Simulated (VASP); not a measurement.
# Al (R-3m) in VASP: single point with PBEsol

Aim: the single point of Al with PBEsol.

Program: VASP 6.6.1. These are calculated values, not measurements. Logs are shortened: lines on timing, memory, paths and dates and some standing lists are left out, and cuts for length are marked.

### 1 The cell of the first run

Symmetry: R-3m, No. 166, trigonal system. Conventional cell: a = 2.949 Å, b = 2.949 Å, c = 6.646 Å, α = 90.00°, β = 90.00°, γ = 120.00°. Al (site symmetry -3m) has 12 Al at 2.79 to 2.95 Å within 3.7 Å.

### 2 Single point, PBEsol

INCAR reads:

```
PREC     = Accurate       # precision mode
ENCUT    = 520            # plane-wave cutoff, eV
EDIFF    = 1E-7           # SCF threshold, eV
ISMEAR   = 0              # smearing method
SIGMA    = 0.1            # smearing width, eV
LREAL    = F              # projectors in reciprocal space
LASPH    = T              # aspherical terms in the spheres
NELM     = 100            # most SCF steps
ALGO     = Fast           # electronic algorithm
ISIF     = 2              # what is computed and relaxed
LWAVE    = F              # write WAVECAR
LCHARG   = F              # write CHGCAR
GGA      = PS             # functional
NBANDS   = 8              # bands
ISYM     = 0
```

KPOINTS reads:

```
regular mesh
0
Gamma
  12 12 15
```

POSCAR reads:

```
Al
1.0
    2.9489258870      0.0000000000      0.0000000000
   -1.4744629435      2.5538447320      0.0000000000
    1.4744629435      0.8512815773      2.2154670733
Al
1
Direct
    0.0000000000      0.0000000000      0.0000000000
```

Potentials or basis: VASP PAW PBE potentials, release 64 (Al).

On the command line:

```console
$ cat potpaw_PBE.64/Al/POTCAR > POTCAR
$ mpirun -np 1 vasp_std > vasp.out
```

OUTCAR:

```text
PREC = Accurate
   ENCUT = 520
   EDIFF = 1E-7
   ISMEAR = 0
   LREAL = F
   LASPH = T
   NELM = 100
   ISIF = 2
   GGA = PS
   ISYM = 0

 ion  position               nearest neighbor table
   1  0.000  0.000  0.000-

IMPORTANT INFORMATION: All symmetrisations will be switched off!
NOSYMM: (Re-)initialisation of all symmetry stuff for point group C_1.

----------------------------------------------------------------------------------------

                                     Primitive cell

  volume of cell :      16.6849

  direct lattice vectors                    reciprocal lattice vectors
     2.948925887  0.000000000  0.000000000     0.339106522  0.195783242 -0.300914726
    -1.474462944  2.553844732  0.000000000     0.000000000  0.391566483 -0.150457363
     1.474462944  0.851281577  2.215467073     0.000000000  0.000000000  0.451372089

  length of vectors
     2.948925887  2.948925887  2.794103729     0.493835988  0.419477924  0.451372089

  position of ions in fractional coordinates (direct lattice)
     0.000000000  0.000000000  0.000000000

  ion indices of the primitive-cell ions
   primitive index   ion index
                 1           1

----------------------------------------------------------------------------------------

 KPOINTS: regular mesh

Automatic generation of k-mesh.
 Grid dimensions read from file:
 generate k-points for:   12   12   15

 Generating k-lattice:

  Cartesian coordinates                     Fractional coordinates (reciprocal lattice)
     0.028258877  0.016315270 -0.025076227     0.083333333 -0.000000000 -0.000000000
     0.000000000  0.032630540 -0.012538114     0.000000000  0.083333333 -0.000000000
     0.000000000  0.000000000  0.030091473     0.000000000  0.000000000  0.066666667

  Length of vectors
     0.041152999  0.034956494  0.030091473

  Shift w.r.t. Gamma in fractional coordinates (k-lattice)
     0.000000000  0.000000000  0.000000000

 -----------------------------------------------------------------------------
|                                                                             |
|           W    W    AA    RRRRR   N    N  II  N    N   GGGG   !!!           |
|           W    W   A  A   R    R  NN   N  II  NN   N  G    G  !!!           |
|           W    W  A    A  R    R  N N  N  II  N N  N  G       !!!           |
|           W WW W  AAAAAA  RRRRR   N  N N  II  N  N N  G  GGG   !            |
|           WW  WW  A    A  R   R   N   NN  II  N   NN  G    G                |
|           W    W  A    A  R    R  N    N  II  N    N   GGGG   !!!           |
|                                                                             |
|     Your reciprocal lattice and k-lattice belong to different lattice       |
|     classes:                                                                |
|                                                                             |
|        The reciprocal lattice is rhombohedral (trigonal),                   |
|        whereas your k-lattice is base-centered monoclinic.                  |
|                                                                             |
|     Results are often still useful ...                                      |
|                                                                             |
 -----------------------------------------------------------------------------

 WARNING: IBZKPT: internal override: KBLOWUP is changed to .FALSE.
      ... skipping the blow-up phase ...

 Subroutine IBZKPT returns following result:
 ===========================================

 Found   1082 irreducible k-points:

 Following reciprocal coordinates:
            Coordinates               Weight
  0.000000  0.000000  0.000000      1.000000
  0.083333  0.000000  0.000000      2.000000
  0.166667  0.000000  0.000000      2.000000
  0.250000  0.000000  0.000000      2.000000
  0.333333  0.000000 -0.000000      2.000000
  0.416667  0.000000  0.000000      2.000000
[... 16 lines left out ...]
  0.250000  0.166667  0.000000      2.000000
  0.333333  0.166667 -0.000000      2.000000
 [... further k-points ...]
   k-points           NKPTS =   1082   k-points in BZ     NKDIM =   1082   number of bands    NBANDS=      8
   number of dos      NEDOS =    301   number of ions     NIONS =      1
   total plane-waves  NPLWV =  13824
   dimension x,y,z NGX =    24 NGY =   24 NGZ =   24
   dimension x,y,z NGXF=    48 NGYF=   48 NGZF=   48
   ions per type =               1
   NGX,Y,Z   is equivalent  to a cutoff of  13.53, 13.53, 14.28 a.u.
   NGXF,Y,Z  is equivalent  to a cutoff of  27.06, 27.06, 28.56 a.u.
 SYSTEM =  unknown system
   PREC   = accura    normal or accurate (medium, high low for compatibility)
   ISTART =      0    job   : 0-new  1-cont  2-samecut
   ICHARG =      2    charge: 1-file 2-atom 10-const
   ISPIN  =      1    spin polarized calculation?
   LNONCOLLINEAR =      F non collinear calculations
   LSORBIT =      F    spin-orbit coupling
   LASPH  =      T    aspherical Exc in radial PAW
   ENCUT  =  520.0 eV  38.22 Ry    6.18 a.u.   5.48  5.48  5.20*2*pi/ulx,y,z
   NELM   =    100;   NELMIN=  2; NELMDL= -5     # of ELM steps
   EDIFF  = 0.1E-06   stopping-criterion for ELM
   LREAL  =      F    real-space projection
   EDIFFG = 0.1E-05   stopping-criterion for IOM
   NSW    =      0    number of steps for IOM
   IBRION =     -1    ionic relax: 0-MD 1-quasi-New 2-CG
   NFREE  =      0    steps in history (QN), initial steepest desc. (CG)
   ISIF   =      2    stress and relaxation
   ISYM   =      0    0-nonsym 1-usesym 2-fastsym
   POTIM  = 0.5000    time-step for ionic-motion
   TEBEG  =    0.0;   TEEND  =   0.0 temperature during run
   PSTRESS=    0.0 pullay stress
   NELECT =       3.0000    total number of electrons
   NUPDOWN=      -1.0000    fix difference up-down
   EMIN   =  10.00;   EMAX   =-10.00  energy-range for DOS
   EFERMI =   0.00;   METHOD = LEGACY
   ISMEAR =     0;   SIGMA  =   0.10  broadening in eV -4-tet -1-fermi 0-gaus
   EFERMI_NEDOS =   21; number of points for ismear=-14 and -15
   IALGO  =     68    algorithm
   IMIX   =      4    mixing-type and parameters
     AMIX     =   0.40;   BMIX     =  1.00
     AMIX_MAG =   1.60;   BMIX_MAG =  1.00
  volume/ion in A,a.u.               =      16.68       112.60
  Fermi-wavevector in a.u.,A,eV,Ry     =   0.924004  1.746115 11.616438  0.853784
  Thomas-Fermi vector in A             =   2.049703
   LORBIT       =      0    0 simple, 1 ext, 2 COOP (PROOUT), +10 PAW based schemes
   GGA     = PS    functional components
   LHFCALC =     F    Hartree Fock is set to
   AEXX    =    0.0000 exact exchange contribution
   IVDW    =     0    specifies the selected vdW correction
   LEPSILON=     F    determine dielectric tensor
   LRPA    =     F    only Hartree local field effects (RPA)
 non-spin polarized calculation
 RMM-DIIS sequential band-by-band and
 Gauss-broadening in eV      SIGMA  =   0.10
  energy-cutoff  :      520.00
  volume of cell :       16.68
 maximum number of plane-waves:       471
 NGX is ok and might be reduce to    24
   NGX = 11   NGY = 11   NGZ = 11

 number of electron       3.0000000 magnetization

 Free energy of the ion-electron system (eV)
  ---------------------------------------------------
  ext. energy  EPLUGINS =         0.00000000
  ---------------------------------------------------
  free energy    TOTEN  =        -4.08011263 eV

  energy without entropy =       -4.07842090  energy(sigma->0) =       -4.07926677

 E-fermi :   7.8688     XC(G=0): -10.2131

 val. band max:        7.8668856186   @ k =   0.0000   0.5000   0.4000
 cond. band min:       7.8979542142   @ k =   0.5000   0.1667   0.0667
 fundamental gap:      0.0310685957
 Fermi energy:         7.8687932457

 k-point     1 :       0.0000    0.0000    0.0000
  band No.  band energies     occupation
      1      -3.2235      2.00000
      2      19.5042      0.00000
      3      19.5044      0.00000
      4      20.8865      0.00000
      5      20.8865      0.00000
      6      21.9799      0.00000
      7      22.2030      0.00000
      8      25.8608      0.00000

 k-point     2 :       0.0833    0.0000    0.0000
  band No.  band energies     occupation
      1      -2.9731      2.00000
      2      17.7348      0.00000
      3      18.1527      0.00000
      4      19.6287      0.00000
      5      21.7680      0.00000
      6      23.0423      0.00000
      7      23.7547      0.00000
      8      24.6219      0.00000

 k-point     3 :       0.1667    0.0000    0.0000
  band No.  band energies     occupation
      1      -2.2247      2.00000
      2      15.8317      0.00000
      3      16.3646      0.00000
      4      17.8008      0.00000
      5      20.2126      0.00000
      6      20.6563      0.00000
      7      26.0466      0.00000
      8      26.5359      0.00000

 k-point     4 :       0.2500    0.0000    0.0000
  band No.  band energies     occupation
      1      -0.9863      2.00000
      2      14.3317      0.00000
      3      14.8513      0.00000
      4      15.9600      0.00000
      5      16.5037      0.00000
      6      19.1674      0.00000
      7      28.9703      0.00000
      8      29.3250      0.00000

 k-point     5 :       0.3333    0.0000   -0.0000
  band No.  band energies     occupation
      1       0.7275      2.00000
      2      12.1733      0.00000
      3      13.2586      0.00000
      4      13.8310      0.00000
      5      15.2966      0.00000
      6      18.0229      0.00000
      7      30.2758      0.00000
      8      31.9270      0.00000

 k-point     6 :       0.4167    0.0000    0.0000
  band No.  band energies     occupation
      1       2.8846      2.00000
      2       8.7469      0.00000
      3      12.6152      0.00000
      4      13.1386      0.00000
      5      14.6658      0.00000
      6      17.2877      0.00000
      7      31.6075      0.00000
      8      33.5830      0.00000

 k-point     7 :       0.5000    0.0000    0.0000
  band No.  band energies     occupation
      1       4.9505      2.00000
      2       6.2516      2.00000
      3      12.4009      0.00000
      4      12.9089      0.00000
      5      14.4602      0.00000
      6      17.0347      0.00000
      7      32.2937      0.00000
      8      34.3678      0.00000
[... 133 lines left out ...]
 k-point    20 :       0.0000    0.1667    0.0000
  band No.  band energies     occupation
      1      -2.5022      2.00000
      2      13.8188      0.00000
      3      18.4461      0.00000
      4      19.9632      0.00000
      5      22.8231      0.00000
      6      22.8918      0.00000
      7      24.5643      0.00000
      8      24.7566      0.00000

 k-point    21 :       0.0833    0.1667    0.0000
  band No.  band energies     occupation
      1      -1.7563      2.00000
      2      11.8050      0.00000
      3      17.4546      0.00000
      4      19.9343      0.00000
      5      20.5144      0.00000
      6      22.4238      0.00000
      7      23.7123      0.00000
      8      25.1798      0.00000

 k-point    22 :       0.1667    0.1667    0.0000
  band No.  band energies     occupation
      1      -0.5220      2.00000
      2      10.2041      0.00000
      3      15.9725      0.00000
      4      16.7973      0.00000
      5      18.3938      0.00000
      6      21.2781      0.00000
      7      25.9653      0.00000
      8      27.0104      0.00000

 k-point    23 :       0.2500    0.1667    0.0000
  band No.  band energies     occupation
      1       1.1863      2.00000
      2       9.0489      0.00000
      3      12.6051      0.00000
      4      15.4968      0.00000
      5      17.0730      0.00000
      6      20.3106      0.00000
      7      27.3765      0.00000
      8      30.0260      0.00000

 k-point    24 :       0.3333    0.1667   -0.0000
  band No.  band energies     occupation
      1       3.3356      2.00000
      2       8.3471      0.00000
      3       9.1983      0.00000
      4      15.0045      0.00000
      5      16.2103      0.00000
      6      19.6925      0.00000
      7      29.0182      0.00000
      8      31.9168      0.00000

 [... further k-points ...]
[... 5 lines left out ...]
  --------------------------------------------------------------------------------------
  -------------------------------------------------------------------------------------
  Total       -0.4410850     -0.4396104      0.3362147     -0.0012769     -0.0281531     -0.0487626
  in kB      -42.3554417    -42.2138431     32.2852086     -0.1226128     -2.7034161     -4.6824557
  external PRESSURE =     -17.4280254 kB  Pullay stress =       0.0000000 kB

 VOLUME and BASIS-vectors are now :
 -----------------------------------------------------------------------------
  energy-cutoff  :      520.00
  volume of cell :       16.68
      direct lattice vectors                 reciprocal lattice vectors
     2.948925887  0.000000000  0.000000000     0.339106522  0.195783242 -0.300914726
    -1.474462944  2.553844732  0.000000000     0.000000000  0.391566483 -0.150457363
     1.474462944  0.851281577  2.215467073     0.000000000  0.000000000  0.451372089

 POSITION                                       TOTAL-FORCE (eV/Angst)
 -----------------------------------------------------------------------------------
      0.00000      0.00000      0.00000         0.000000      0.000000      0.000000
 -----------------------------------------------------------------------------------
    total drift:                                0.000000      0.000000      0.000000

  FREE ENERGIE OF THE ION-ELECTRON SYSTEM (eV)
  ---------------------------------------------------
  free  energy   TOTEN  =        -4.0801126284 eV

  energy  without entropy=       -4.0784209019  energy(sigma->0) =       -4.07926677
```

It took 60 s on 1 thread of Intel Xeon Platinum 8488C (Sapphire Rapids), shared host; peak memory 0.24 GiB.

What came out:

```
Free energy : -4.0801 eV
Pressure    : -1.7 GPa
```

Caveat: the PAW data sets were made with another functional, which shifts forces and pressure a little.
